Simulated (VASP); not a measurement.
Crystal: MgO.

```
CELL_PARAMETERS angstrom
0.00000 2.13515 2.13515
2.13515 0.00000 2.13515
2.13515 2.13515 0.00000
ATOMIC_POSITIONS crystal
Mg 0.00000 0.00000 0.00000
O 0.50000 0.50000 0.50000
```

Base run:

| Quantity | Value |
| --- | --- |
| Program | VASP 6.6.1 |
| Functional | PBE |
| Potentials or basis | VASP PAW PBE potentials, release 64 (Mg, O) |
| Cutoff | 520 eV |
| k mesh | 11 × 11 × 11 |
| Occupations | fermi-dirac, width 0.01 eV |
| Spin | no spin polarisation |

Its results: band gap on the k mesh 4.34 eV, direct; pressure -2.4 GPa.

Problem. After a change of settings the same cell gave: band gap on the k mesh 4.29 eV, direct; pressure -2.0 GPa. Which change was it?
A. functional from PBE to PBEsol
B. functional from PBE to PBEsol; further incar settings from ALGO = Normal; EDIFF = 1e-06; NBANDS = 11 to ALGO = Normal; EDIFF = 1e-08; NBANDS = 11
C. functional from PBE to r2SCAN; further incar settings from ALGO = Normal; EDIFF = 1e-06; NBANDS = 11 to ALGO = Normal; EDIFF = 1e-08; NBANDS = 11
D. k mesh from 11 × 11 × 11 to 3 × 3 × 3

Solution. D.

Caveats: some runs use coarse meshes.
